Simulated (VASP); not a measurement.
# GaN (Fm-3m) in VASP: notebook

GaN is run at these levels: BLYP; tasks: single point.

Everything below comes from runs of VASP 6.6.1. Logs are shortened: lines on timing, memory, paths and dates and some standing lists are left out, and cuts for length are marked.

## Step 1: The cell of the first run

The structure is cubic, space group Fm-3m (No. 225). The conventional cell has a = 4.326 Å, b = 4.326 Å, c = 4.326 Å, α = 90.00°, β = 90.00°, γ = 90.00°. Ga (site symmetry m-3m) has 6 N at 2.16 Å within 2.9 Å. N (site symmetry m-3m) has 6 Ga at 2.16 Å within 2.9 Å.

## Step 2: Single point, BLYP

File INCAR:

```
SYSTEM = GaN
  PREC = Accurate
  ENCUT = 520
  EDIFF = 1E-6
  ISMEAR = 0
  SIGMA = 0.05
  LREAL = .False.
  LASPH = .True.
  NELM = 100
  ALGO = Normal
  ISIF = 2
  LWAVE = .False.
  LCHARG = .True.
  GGA = B5
  ALDAX = 1.0
  AGGAX = 1.0
  AGGAC = 1.0
  ALDAC = 0.0
  LELF = .True.
  LVHAR = .True.
  NBANDS = 16
```

File KPOINTS:

```
Automatic mesh
0
Gamma
  10 10 10
  0 0 0
```

File POSCAR:

```
GaN
1.0
    0.0000000000      2.1629040412      2.1629040412
    2.1629040412      0.0000000000      2.1629040412
    2.1629040412      2.1629040412      0.0000000000
Ga N
1 1
Direct
    0.5000000000      0.5000000000      0.5000000000
    0.0000000000      0.0000000000      0.0000000000
```

Potentials or basis: VASP PAW PBE potentials, release 64 (Ga_d, N).

The run is started by

```console
cat potpaw_PBE.64/Ga_d/POTCAR potpaw_PBE.64/N/POTCAR > POTCAR
mpirun -np 1 vasp_std > vasp.out
```

OUTCAR:

```text
SYSTEM = GaN
   PREC = Accurate
   ENCUT = 520
   EDIFF = 1E-6
   ISMEAR = 0
   LREAL = .False.
   LASPH = .True.
   NELM = 100
   ISIF = 2
   GGA = B5

 ion  position               nearest neighbor table
   1  0.500  0.500  0.500-   2 2.16   2 2.16   2 2.16   2 2.16   2 2.16   2 2.16
   2  0.000  0.000  0.000-   1 2.16   1 2.16   1 2.16   1 2.16   1 2.16   1 2.16

  LATTYP: Found a face centered cubic cell.
 ALAT       =     4.3258080824

  Lattice vectors:

 A1 = (   0.0000000000,   2.1629040412,   2.1629040412)
 A2 = (   2.1629040412,   0.0000000000,   2.1629040412)
 A3 = (   2.1629040412,   2.1629040412,   0.0000000000)

Analysis of symmetry for initial positions (statically):
=====================================================================
 Subroutine PRICEL returns:
 Original cell was already a primitive cell.

 Routine SETGRP: Setting up the symmetry group for a
 face centered cubic supercell.

 Subroutine GETGRP returns: Found 48 space group operations
 (whereof 48 operations were pure point group operations)
 out of a pool of 48 trial point group operations.

The static configuration has the point symmetry O_h .

Analysis of symmetry for dynamics (positions and initial velocities):
=====================================================================
 Subroutine PRICEL returns:
 Original cell was already a primitive cell.

 Routine SETGRP: Setting up the symmetry group for a
 face centered cubic supercell.

 Subroutine GETGRP returns: Found 48 space group operations
 (whereof 48 operations were pure point group operations)
 out of a pool of 48 trial point group operations.

The dynamic configuration has the point symmetry O_h .

 Subroutine INISYM returns: Found 48 space group operations
 (whereof 48 operations are pure point group operations),
 and found     1 'primitive' translations

----------------------------------------------------------------------------------------

                                     Primitive cell

  volume of cell :      20.2368

  direct lattice vectors                    reciprocal lattice vectors
     0.000000000  2.162904041  2.162904041    -0.231170681  0.231170681  0.231170681
     2.162904041  0.000000000  2.162904041     0.231170681 -0.231170681  0.231170681
     2.162904041  2.162904041  0.000000000     0.231170681  0.231170681 -0.231170681

  length of vectors
     3.058808229  3.058808229  3.058808229     0.400399365  0.400399365  0.400399365

  position of ions in fractional coordinates (direct lattice)
     0.500000000  0.500000000  0.500000000
     0.000000000  0.000000000  0.000000000

  ion indices of the primitive-cell ions
   primitive index   ion index
                 1           1
                 2           2

----------------------------------------------------------------------------------------

 KPOINTS: Automatic mesh

Automatic generation of k-mesh.
 Grid dimensions read from file:
 generate k-points for:   10   10   10

 Generating k-lattice:

  Cartesian coordinates                     Fractional coordinates (reciprocal lattice)
    -0.023117068  0.023117068  0.023117068     0.100000000  0.000000000  0.000000000
     0.023117068 -0.023117068  0.023117068     0.000000000  0.100000000  0.000000000
     0.023117068  0.023117068 -0.023117068     0.000000000  0.000000000  0.100000000

  Length of vectors
     0.040039936  0.040039936  0.040039936

  Shift w.r.t. Gamma in fractional coordinates (k-lattice)
     0.000000000  0.000000000  0.000000000

 Subroutine IBZKPT returns following result:
 ===========================================

 Found     47 irreducible k-points:

 Following reciprocal coordinates:
            Coordinates               Weight
  0.000000  0.000000  0.000000      1.000000
  0.100000  0.000000  0.000000      8.000000
  0.200000  0.000000  0.000000      8.000000
  0.300000  0.000000  0.000000      8.000000
  0.400000  0.000000  0.000000      8.000000
  0.500000  0.000000  0.000000      4.000000
[... 16 lines left out ...]
  0.300000  0.300000  0.000000      6.000000
  0.400000  0.300000  0.000000     24.000000
 [... further k-points ...]
   k-points           NKPTS =     47   k-points in BZ     NKDIM =     47   number of bands    NBANDS=     16
   number of dos      NEDOS =    301   number of ions     NIONS =      2
   total plane-waves  NPLWV =  13824
   dimension x,y,z NGX =    24 NGY =   24 NGZ =   24
   dimension x,y,z NGXF=    48 NGYF=   48 NGZF=   48
   ions per type =               1   1
   NGX,Y,Z   is equivalent  to a cutoff of  13.04, 13.04, 13.04 a.u.
   NGXF,Y,Z  is equivalent  to a cutoff of  26.09, 26.09, 26.09 a.u.
 SYSTEM =  GaN
   PREC   = accura    normal or accurate (medium, high low for compatibility)
   ISTART =      0    job   : 0-new  1-cont  2-samecut
   ICHARG =      2    charge: 1-file 2-atom 10-const
   ISPIN  =      1    spin polarized calculation?
   LNONCOLLINEAR =      F non collinear calculations
   LSORBIT =      F    spin-orbit coupling
   LASPH  =      T    aspherical Exc in radial PAW
   ENCUT  =  520.0 eV  38.22 Ry    6.18 a.u.   5.69  5.69  5.69*2*pi/ulx,y,z
   NELM   =    100;   NELMIN=  2; NELMDL= -5     # of ELM steps
   EDIFF  = 0.1E-05   stopping-criterion for ELM
   LREAL  =      F    real-space projection
   EDIFFG = 0.1E-04   stopping-criterion for IOM
   NSW    =      0    number of steps for IOM
   IBRION =     -1    ionic relax: 0-MD 1-quasi-New 2-CG
   NFREE  =      0    steps in history (QN), initial steepest desc. (CG)
   ISIF   =      2    stress and relaxation
   ISYM   =      2    0-nonsym 1-usesym 2-fastsym
   POTIM  = 0.5000    time-step for ionic-motion
   TEBEG  =    0.0;   TEEND  =   0.0 temperature during run
   PSTRESS=    0.0 pullay stress
   NELECT =      18.0000    total number of electrons
   NUPDOWN=      -1.0000    fix difference up-down
   EMIN   =  10.00;   EMAX   =-10.00  energy-range for DOS
   EFERMI =   0.00;   METHOD = LEGACY
   ISMEAR =     0;   SIGMA  =   0.05  broadening in eV -4-tet -1-fermi 0-gaus
   EFERMI_NEDOS =   21; number of points for ismear=-14 and -15
   IALGO  =     38    algorithm
   IMIX   =      4    mixing-type and parameters
     AMIX     =   0.40;   BMIX     =  1.00
     AMIX_MAG =   1.60;   BMIX_MAG =  1.00
  volume/ion in A,a.u.               =      10.12        68.28
  Fermi-wavevector in a.u.,A,eV,Ry     =   1.574412  2.975207 33.725760  2.478773
  Thomas-Fermi vector in A             =   2.675550
   LORBIT       =      0    0 simple, 1 ext, 2 COOP (PROOUT), +10 PAW based schemes
   GGA     = B5    functional components
   LHFCALC =     F    Hartree Fock is set to
   AEXX    =    0.0000 exact exchange contribution
   IVDW    =     0    specifies the selected vdW correction
   LEPSILON=     F    determine dielectric tensor
   LRPA    =     F    only Hartree local field effects (RPA)
 non-spin polarized calculation
 Gauss-broadening in eV      SIGMA  =   0.05
  energy-cutoff  :      520.00
  volume of cell :       20.24
 maximum number of plane-waves:       556
   NGX = 11   NGY = 11   NGZ = 11

 number of electron      17.9999989 magnetization

 Free energy of the ion-electron system (eV)
  ---------------------------------------------------
  ext. energy  EPLUGINS =         0.00000000
  ---------------------------------------------------
  free energy    TOTEN  =        -9.85322755 eV

  energy without entropy =       -9.85307392  energy(sigma->0) =       -9.85315074

 E-fermi :   7.4990     XC(G=0): -12.0835

 val. band max:        7.4333919131   @ k =  -0.2000   0.2000   0.0000
 cond. band min:       7.5307043381   @ k =   0.5000   0.5000   0.0000
 fundamental gap:      0.0973124250
 Fermi energy:         7.4989717604

 k-point     1 :       0.0000    0.0000    0.0000
  band No.  band energies     occupation
      1      -9.0537      2.00000
      2      -6.6960      2.00000
      3      -6.6960      2.00000
      4      -6.6960      2.00000
      5      -6.6199      2.00000
      6      -6.6199      2.00000
[... 8 lines left out ...]
     15      22.1982      0.00000
     16      22.1982      0.00000

 k-point     2 :       0.1000    0.0000    0.0000
  band No.  band energies     occupation
      1      -8.8743      2.00000
      2      -6.7008      2.00000
      3      -6.6880      2.00000
      4      -6.6880      2.00000
      5      -6.6294      2.00000
      6      -6.6294      2.00000
[... 8 lines left out ...]
     15      23.0211      0.00000
     16      23.0212      0.00000

 k-point     3 :       0.2000    0.0000    0.0000
  band No.  band energies     occupation
      1      -8.3574      2.00000
      2      -6.7114      2.00000
      3      -6.7046      2.00000
      4      -6.7046      2.00000
      5      -6.6163      2.00000
      6      -6.6163      2.00000
[... 8 lines left out ...]
     15      24.1969      0.00000
     16      24.1969      0.00000

 k-point     4 :       0.3000    0.0000    0.0000
  band No.  band energies     occupation
      1      -7.5885      2.00000
      2      -6.7546      2.00000
      3      -6.7546      2.00000
      4      -6.7128      2.00000
      5      -6.5698      2.00000
      6      -6.5698      2.00000
[... 8 lines left out ...]
     15      25.9435      0.00000
     16      25.9435      0.00000
[... 324 lines left out ...]
 k-point    22 :      -0.2000    0.2000    0.0000
  band No.  band energies     occupation
      1      -7.5920      2.00000
      2      -6.7443      2.00000
      3      -6.7261      2.00000
      4      -6.7159      2.00000
      5      -6.6100      2.00000
      6      -6.2658      2.00000
[... 8 lines left out ...]
     15      25.5338      0.00000
     16      27.8633      0.00000

 k-point    23 :       0.3000    0.3000    0.0000
  band No.  band energies     occupation
      1      -7.9508      2.00000
      2      -6.7865      2.00000
      3      -6.5613      2.00000
      4      -6.5584      2.00000
      5      -6.5584      2.00000
      6      -5.8805      2.00000
[... 8 lines left out ...]
     15      30.8072      0.00000
     16      32.1786      0.00000

 k-point    24 :       0.4000    0.3000    0.0000
  band No.  band energies     occupation
      1      -7.8959      2.00000
      2      -6.7956      2.00000
      3      -6.5861      2.00000
      4      -6.5430      2.00000
      5      -6.5073      2.00000
      6      -5.2093      2.00000
[... 8 lines left out ...]
     15      31.5496      0.00000
     16      32.7681      0.00000

 [... further k-points ...]

------------------------ aborting loop because EDIFF is reached ----------------------------------------

  FORCE on cell =-STRESS in cart. coord.  units (eV):
  Direction    XX          YY          ZZ          XY          YZ          ZX
  --------------------------------------------------------------------------------------
  -------------------------------------------------------------------------------------
  Total        0.1235310      0.1235310      0.1235310      0.0000000     -0.0000000      0.0000000
  in kB        9.7801369      9.7801369      9.7801369      0.0000000     -0.0000000      0.0000000
  external PRESSURE =       9.7801369 kB  Pullay stress =       0.0000000 kB

 VOLUME and BASIS-vectors are now :
 -----------------------------------------------------------------------------
  energy-cutoff  :      520.00
  volume of cell :       20.24
      direct lattice vectors                 reciprocal lattice vectors
     0.000000000  2.162904041  2.162904041    -0.231170681  0.231170681  0.231170681
     2.162904041  0.000000000  2.162904041     0.231170681 -0.231170681  0.231170681
     2.162904041  2.162904041  0.000000000     0.231170681  0.231170681 -0.231170681

 POSITION                                       TOTAL-FORCE (eV/Angst)
 -----------------------------------------------------------------------------------
      2.16290      2.16290      2.16290        -0.000000      0.000000     -0.000000
      0.00000      0.00000      0.00000         0.000000     -0.000000      0.000000
 -----------------------------------------------------------------------------------
    total drift:                                0.000000     -0.000000      0.000000

  FREE ENERGIE OF THE ION-ELECTRON SYSTEM (eV)
  ---------------------------------------------------
  free  energy   TOTEN  =        -9.8532275493 eV

  energy  without entropy=       -9.8530739229  energy(sigma->0) =       -9.85315074
```

It took 30 s on 1 thread of Intel Xeon 8259CL, shared host; peak memory 0.15 GiB.

Results:

| Quantity | Value |
| --- | --- |
| Free energy | -9.8532 eV |
| Pressure | 1.0 GPa |
| Band gap on the k mesh | 0.10 eV, indirect (least direct gap 1.97 eV) |

Caveat: the PAW data sets were made with another functional, which shifts forces and pressure a little.

(Continued in part 2 of 3.)
